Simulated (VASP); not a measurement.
# Zn3F (Pm-3m) in VASP: a series of runs, part 2 of 2

VASP 6.6.1. The steps go on from the part before.

## 4. Single point, PBE

File INCAR:

```
ALGO = Normal ; EDIFF = 1E-6
ENCUT = 520 ; GGA = PE
ISIF = 2 ; ISMEAR = 0
LASPH = True ; LCHARG = True
LELF = True ; LREAL = False
LVHAR = True ; LWAVE = False
NBANDS = 30 ; NELM = 60
PREC = Accurate ; SIGMA = 0.1
```

File KPOINTS:

```
k-points
0
Gamma
  12 12 12
```

File POSCAR:

```
Zn3F
1.0
    3.9549222733      0.0000000000      0.0000000000
    0.0000000000      3.9549222733      0.0000000000
    0.0000000000      0.0000000000      3.9549222733
Zn F
3 1
Direct
    0.0000000000      0.5000000000      0.5000000000
    0.5000000000      0.0000000000      0.5000000000
    0.5000000000      0.5000000000      0.0000000000
    0.0000000000      0.0000000000      0.0000000000
```

Command:

```console
$ cat potpaw_PBE.64/Zn/POTCAR potpaw_PBE.64/F/POTCAR > POTCAR
$ mpirun -np 1 vasp_std > vasp.out
```

Run time: 67 s. Hardware: 1 thread of Intel Xeon Platinum 8559C (Emerald Rapids), shared host; peak memory 0.25 GiB.

It converged, with:

* Free energy: -6.6437 eV
* Pressure: 0.1 GPa
* Band gap on the k mesh: zero (an odd number of electrons rules out a gap without spin polarisation)

Levels at points of the mesh, in eV from the Fermi level:
| k point | band 20 | band 21 | band 22 | band 23 | band 24 | band 25 |
| --- | --- | --- | --- | --- | --- | --- |
| (0.00, 0.00, 0.00) | -4.27 | 2.05 | 2.05 | 2.05 | 2.41 | 2.41 |
| (0.50, 0.00, 0.00) | -3.86 | -2.54 | 2.89 | 2.89 | 3.80 | 5.18 |
| (0.50, 0.50, 0.00) | -3.67 | -0.83 | -0.83 | 0.25 | 5.60 | 5.99 |
| (0.50, 0.50, 0.50) | -2.41 | -0.93 | -0.93 | -0.93 | 2.20 | 2.20 |

Caveat: an odd number of electrons without spin polarisation forces a metal; a magnetic or distorted state may lie lower.

## 5. Relaxation of cell and atoms, PBE

File INCAR:

```
SYSTEM = Zn3F
  ALGO = Normal
  EDIFF = 1E-6
  EDIFFG = -0.01
  ENCUT = 600
  GGA = PE
  IBRION = 2
  ISIF = 3
  ISMEAR = 0
  LASPH = .TRUE.
  LCHARG = .FALSE.
  LREAL = .FALSE.
  LWAVE = .FALSE.
  NELM = 80
  NSW = 100
  PREC = Accurate
  SIGMA = 0.1
```

File KPOINTS:

```
k-points
0
G
  12 12 12
  0 0 0
```

File POSCAR:

```
Zn3F
1.0
    3.9522930153      0.0000000000      0.0000000000
    0.0000000000      3.9522930153      0.0000000000
    0.0000000000      0.0000000000      3.9522930153
Zn F
3 1
Direct
    0.0000000000      0.5000000000      0.5000000000
    0.5000000000      0.0000000000      0.5000000000
    0.5000000000      0.5000000000      0.0000000000
    0.0000000000      0.0000000000      0.0000000000
```

Potentials or basis: VASP PAW PBE potentials, release 64 (Zn, F).

Command:

```console
$ cat potpaw_PBE.64/Zn/POTCAR potpaw_PBE.64/F/POTCAR > POTCAR
$ mpirun -np 1 vasp_std > vasp.out
```

OUTCAR:

```text
SYSTEM = Zn3F
   EDIFF = 1E-6
   EDIFFG = -0.01
   ENCUT = 600
   GGA = PE
   IBRION = 2
   ISIF = 3
   ISMEAR = 0
   LASPH = .TRUE.
   LREAL = .FALSE.
   NELM = 80
   NSW = 100
   PREC = Accurate

 ion  position               nearest neighbor table
   1  0.000  0.500  0.500-   2 2.79   3 2.79   3 2.79   2 2.79   2 2.79   3 2.79   3 2.79   2 2.79

   2  0.500  0.000  0.500-   1 2.79   3 2.79   3 2.79   1 2.79   3 2.79   3 2.79   1 2.79   1 2.79
[... 926 lines left out ...]
  Direction    XX          YY          ZZ          XY          YZ          ZX
  --------------------------------------------------------------------------------------
  -------------------------------------------------------------------------------------
  Total        0.0184243      0.0184243      0.0184243      0.0000000      0.0000000      0.0000000
  in kB        0.4774153      0.4774153      0.4774153      0.0000000      0.0000000      0.0000000
  external PRESSURE =       0.4774153 kB  Pullay stress =       0.0000000 kB

 VOLUME and BASIS-vectors are now :
 -----------------------------------------------------------------------------
  energy-cutoff  :      600.00
  volume of cell :       61.83
      direct lattice vectors                 reciprocal lattice vectors
     3.954288113 -0.000000000 -0.000000000     0.252890020  0.000000000  0.000000000
    -0.000000000  3.954288113 -0.000000000     0.000000000  0.252890020  0.000000000
    -0.000000000 -0.000000000  3.954288113     0.000000000  0.000000000  0.252890020

 POSITION                                       TOTAL-FORCE (eV/Angst)
 -----------------------------------------------------------------------------------
     -0.00000      1.97714      1.97714         0.000000     -0.000000      0.000000
      1.97714     -0.00000      1.97714        -0.000000     -0.000000      0.000000
      1.97714      1.97714     -0.00000        -0.000000      0.000000      0.000000
      0.00000      0.00000      0.00000        -0.000000      0.000000      0.000000
 -----------------------------------------------------------------------------------
    total drift:                                0.000000     -0.000000     -0.000000

  FREE ENERGIE OF THE ION-ELECTRON SYSTEM (eV)
  ---------------------------------------------------
  free  energy   TOTEN  =        -6.6445758692 eV

  energy  without entropy=       -6.6373555282  energy(sigma->0) =       -6.64096570

 reached required accuracy - stopping structural energy minimisation
```

OSZICAR:

```text
N       E                     dE             d eps       ncg     rms          rms(c)
DAV:   1     0.291108284983E+03    0.29111E+03   -0.23478E+04  4200   0.272E+03
[... 14 lines left out ...]
       N       E                     dE             d eps       ncg     rms          rms(c)
DAV:   1    -0.664599920393E+01   -0.14644E-02   -0.20339E-02  4937   0.207E+00    0.279E-01
DAV:   2    -0.664474253370E+01    0.12567E-02   -0.71197E-03  4905   0.118E+00    0.848E-02
DAV:   3    -0.664462999699E+01    0.11254E-03   -0.38466E-04  5387   0.160E-01    0.515E-02
DAV:   4    -0.664458686677E+01    0.43130E-04   -0.52289E-05  4762   0.673E-02    0.216E-02
DAV:   5    -0.664457563920E+01    0.11228E-04   -0.58913E-06  4265   0.348E-02    0.140E-03
DAV:   6    -0.664457586917E+01   -0.22996E-06   -0.12410E-06  2817   0.930E-03
   2 F= -.66445759E+01 E0= -.66409657E+01  d E =-.412602E-04
```

CONTCAR:

```text
Zn3F
   1.00000000000000
     3.9542881131083898   -0.0000000000000000   -0.0000000000000000
    -0.0000000000000000    3.9542881131083898   -0.0000000000000000
    -0.0000000000000000   -0.0000000000000000    3.9542881131083898
  Zn              F
     3     1
Direct
     0.0000000000000000    0.5000000000000000    0.5000000000000000
     0.5000000000000000    0.0000000000000000    0.5000000000000000
     0.5000000000000000    0.5000000000000000    0.0000000000000000
     0.0000000000000000    0.0000000000000000    0.0000000000000000

  0.00000000E+00  0.00000000E+00  0.00000000E+00
  0.00000000E+00  0.00000000E+00  0.00000000E+00
  0.00000000E+00  0.00000000E+00  0.00000000E+00
  0.00000000E+00  0.00000000E+00  0.00000000E+00
```

Wall time 79 s (1 thread of Intel Xeon Platinum 8559C (Emerald Rapids), shared host); peak memory 0.27 GiB.

What came out:

| Quantity | Value |
| --- | --- |
| Free energy | -6.6446 eV |
| Relaxed volume | 15.46 Å³/atom |
| Relaxed cell | a = 3.954 Å, b = 3.954 Å, c = 3.954 Å, α = 90.00°, β = 90.00°, γ = 90.00° |
| Space group after relaxing (to 0.1 Å) | Pm-3m (No. 221) |
| Energy gained by relaxing | 0.0 meV/atom |
| Ionic steps | 2 |
| Pressure after relaxing | 0.0 GPa |
| Band gap on the k mesh | zero (an odd number of electrons rules out a gap without spin polarisation) |

Final structure:
```
Zn F
1.0
     3.95429    0.00000    0.00000
     0.00000    3.95429    0.00000
     0.00000    0.00000    3.95429
Zn F
3 1
Direct
  0.00000 0.50000 0.50000
  0.50000 0.00000 0.50000
  0.50000 0.50000 0.00000
  0.00000 0.00000 0.00000
```

Levels at points of the mesh, in eV from the Fermi level:
```tsv
k point	band 19	band 20	band 21	band 22	band 23	band 24	band 25
(0.00, 0.00, 0.00)	-4.28	-4.28	2.05	2.05	2.05	2.41	2.41
(0.50, 0.00, 0.00)	-3.87	-3.87	-2.54	2.89	2.89	3.81	5.18
(0.50, 0.50, 0.00)	-4.38	-3.67	-0.83	-0.83	0.25	5.60	5.99
(0.50, 0.50, 0.50)	-4.83	-2.42	-0.93	-0.93	-0.93	2.20	2.20
```

Caveat: an odd number of electrons without spin polarisation forces a metal; a magnetic or distorted state may lie lower.

## 6. Single point, PBE

This run uses another cell than the first one, of 11.49 Å³/atom.

File INCAR:

```
SYSTEM = Zn3F
ALGO = Normal ; EDIFF = 1E-6
ENCUT = 520 ; GGA = PE
ISIF = 2 ; ISMEAR = 0
LASPH = .TRUE. ; LCHARG = .FALSE.
LREAL = .FALSE. ; LWAVE = .FALSE.
NBANDS = 30 ; NELM = 100
PREC = Accurate ; SIGMA = 0.1
```

File KPOINTS:

```
k-points
0
G
  6 6 6
  0 0 0
```

File POSCAR:

```
Zn3F
1.0
    3.5823600400      0.0000000000      0.0000000000
    0.0000000000      3.5823600400      0.0000000000
    0.0000000000      0.0000000000      3.5823600400
Zn F
3 1
Direct
    0.0000000000      0.5000000000      0.5000000000
    0.5000000000      0.0000000000      0.5000000000
    0.5000000000      0.5000000000      0.0000000000
    0.0000000000      0.0000000000      0.0000000000
```

Potentials or basis: VASP PAW PBE potentials, release 64 (Zn, F).

Command:

```console
$ cat potpaw_PBE.64/Zn/POTCAR potpaw_PBE.64/F/POTCAR > POTCAR
$ mpirun -np 1 vasp_std > vasp.out
```

Wall time 34 s (1 thread of Oxide Virtual Turin-like, shared host); peak memory 0.13 GiB.

Results (log left out):

```yaml
Free_energy: -5.3670 eV
Pressure: 34.3 GPa
Band_gap_on_the_k_mesh: zero (an odd number of electrons rules out a gap without spin polarisation)
```

Levels at points of the mesh, in eV from the Fermi level:
| k point | band 18 | band 19 | band 20 | band 21 | band 22 | band 23 | band 24 | band 25 |
| --- | --- | --- | --- | --- | --- | --- | --- | --- |
| (0.00, 0.00, 0.00) | -6.16 | -6.16 | -6.16 | 2.04 | 2.04 | 2.04 | 3.46 | 3.46 |
| (0.50, 0.00, 0.00) | -5.27 | -5.23 | -5.23 | -3.17 | 2.96 | 2.96 | 5.34 | 5.94 |
| (0.50, 0.50, 0.00) | -6.20 | -5.51 | -4.88 | -0.68 | -0.68 | -0.43 | 6.64 | 6.68 |
| (0.50, 0.50, 0.50) | -6.95 | -6.95 | -3.77 | -0.50 | -0.50 | -0.50 | 2.27 | 2.27 |

Caveat: the cell stands under pressure; an odd number of electrons without spin polarisation forces a metal; a magnetic or distorted state may lie lower.

## 7. The runs side by side

| task | cell | k mesh | cutoff (eV) | gap on the mesh (eV) | pressure (GPa) | relaxed volume (Å³/atom) |
| --- | --- | --- | --- | --- | --- | --- |
| single point | a = 3.952 Å, 4 atoms | 6 × 6 × 6 | 520 | none | 0.1 | - |
| relaxation of cell and atoms | relaxed from a = 3.582 Å, 4 atoms | 6 × 6 × 6 | 600 | none | 0.0 | 15.43 |
| single point | a = 3.955 Å, 4 atoms | 12 × 12 × 12 | 520 | none | 0.1 | - |
| relaxation of cell and atoms | relaxed from a = 3.952 Å, 4 atoms | 12 × 12 × 12 | 600 | none | 0.0 | 15.46 |
| single point | a = 3.582 Å, 4 atoms | 6 × 6 × 6 | 520 | none | 34.3 | - |

Alike in all rows: level PBE; potentials or basis VASP PAW PBE potentials, release 64 (Zn, F); no spin polarisation; smearing gaussian 0.1 eV.

Caveats: an odd number of electrons without spin polarisation forces a metal; a magnetic or distorted state may lie lower; the volume moved by over 15 % at a fixed basis, so the end points are rough (at least some runs); the cell stands under pressure (at least some runs).

Absolute energies hang on the potentials; compare differences alone.
